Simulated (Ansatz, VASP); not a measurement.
## One calculation of Cu, two programs

Contents of INCAR:

```
SYSTEM = Cu
PREC = Accurate ; ENCUT = 520
EDIFF = 1E-6 ; ISMEAR = 0
SIGMA = 0.15 ; LREAL = .FALSE.
LASPH = .TRUE. ; NELM = 100
ALGO = Normal ; ISIF = 2
LWAVE = .FALSE. ; LCHARG = .FALSE.
GGA = CA ; NBANDS = 12
```

File KPOINTS:

```
Automatic mesh
0
G
  24 24 24
  0 0 0
```

Contents of POSCAR:

```
Cu
1.0
   -1.3345838210      1.3345838210      1.3760814500
    1.3345838210     -1.3345838210      1.3760814500
    1.3345838210      1.3345838210     -1.3760814500
Cu
1
Direct
    0.0000000000      0.0000000000      0.0000000000
```

Input for Ansatz:

```yaml
crystal:
  lattice:
    - [-1.334583821, 1.334583821, 1.37608145]
    - [1.334583821, -1.334583821, 1.37608145]
    - [1.334583821, 1.334583821, -1.37608145]
  atoms:
    - { symbol: Cu, position: [0.0, 0.0, 0.0] }
basis:
  ecutwfc: 420
kpoints:
  mp_grid: { grid: [24, 24, 24] }
hamiltonian:
  xc: lda
scf:
  occupations: { method: gaussian, width: 0.15 }
output:
  forces: true
  stress: true
  eigenvalues: true
```

Change from the starting cell: strain -0.0750 x Voigt [1, 1, 0, 0, 0, 0], atoms carried along.

Alike in both runs: task single point; functional LDA; k mesh 24 × 24 × 24; occupations gaussian, width 0.15 eV; no spin polarisation.

|  | VASP | Ansatz |
| --- | --- | --- |
| version | VASP 6.6.1 | Ansatz 0.2.0 |
| potentials or method | VASP PAW LDA potentials, release 64 (Cu), cutoff 520 eV | scalar-relativistic, plane waves, PAW |
| valence electrons in the cell | 11 | 19 |

|  | VASP | Ansatz | Ansatz less VASP |
| --- | --- | --- | --- |
| gap on the k mesh at the Fermi level (eV) | none | none | - |
| pressure (GPa) | 27.4 | 26.5 | -0.91 |
| traceless stress, the component that is largest in VASP (GPa) | 0.27 | 0.28 | +0.007 |

LDA's correlation is that of Perdew and Zunger in VASP and of Perdew and Wang (1992) in Ansatz. A gap of «none» marks a metal or a gap that the smearing closes. VASP's potentials hold 11 valence electrons a cell and Ansatz's 19, so a difference there can come from the potentials and not from the codes.
